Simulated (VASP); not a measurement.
# Te: relaxation of cell and atoms with PBEsol

The system is Te.

```
Te
1.0
    -1.93544    1.93544    1.93544
     1.93544   -1.93544    1.93544
     1.93544    1.93544   -1.93544
Te
1
Direct
  0.00000 0.00000 0.00000
```

This isn't the form of Te at room conditions, which is trigonal, of chains.

* Program: VASP 6.6.1
* Task: relaxation of cell and atoms
* Functional: PBEsol
* Potentials or basis: VASP PAW PBE potentials, release 64 (Te)
* Cutoff: 600 eV
* k mesh: 15 × 15 × 15
* Occupations: fermi-dirac, width 0.05 eV
* Spin: no spin polarisation
* Dipole correction: no
* Further INCAR settings: ALGO = Normal; EDIFF = 1e-06; IBRION = 2; EDIFFG = -0.005; NSW = 60; ISIF = 3

| Property | Result |
| --- | --- |
| Relaxed volume | 27.06 Å³/atom |
| Relaxed cell | a = 3.276 Å, b = 3.276 Å, c = 3.276 Å, α = 109.47°, β = 109.47°, γ = 109.47° |
| Space group after relaxing (to 0.1 Å) | Im-3m (No. 229) |
| Energy gained by relaxing | 24.5 meV/atom |
| Ionic steps | 3 |
| Pressure after relaxing | 0.0 GPa |
| Band gap on the k mesh | zero (bands 3 and 4 overlap by 6.34 eV) |

The path:
```tsv
step	energy change (eV)	largest force (eV/Å)	pressure (GPa)	volume (Å³)
1	0.0000	0.0000	-3.78	29.00
2	-0.0190	0.0000	2.18	26.22
3	-0.0245	0.0000	0.00	27.06
```

Final structure:
```
CELL_PARAMETERS angstrom
-1.89123 1.89123 1.89123
1.89123 -1.89123 1.89123
1.89123 1.89123 -1.89123
ATOMIC_POSITIONS crystal
Te 0.00000 0.00000 0.00000
```

Levels at points of the mesh, in eV from the Fermi level:
```tsv
k point	band 1	band 2	band 3	band 4	band 5	band 6	band 7
(0.00, 0.00, 0.00)	-14.32	3.24	3.24	3.24	9.99	9.99	10.33
```

Wall time 26 s on 1 thread of Intel(R) Xeon(R) Platinum 8488C (Sapphire Rapids), on a shared host, peak memory 0.18 GiB.

Caveat: the PAW data sets were made with another functional, which shifts forces and pressure a little; spin-orbit coupling is left out, which moves the levels of the heavy elements.
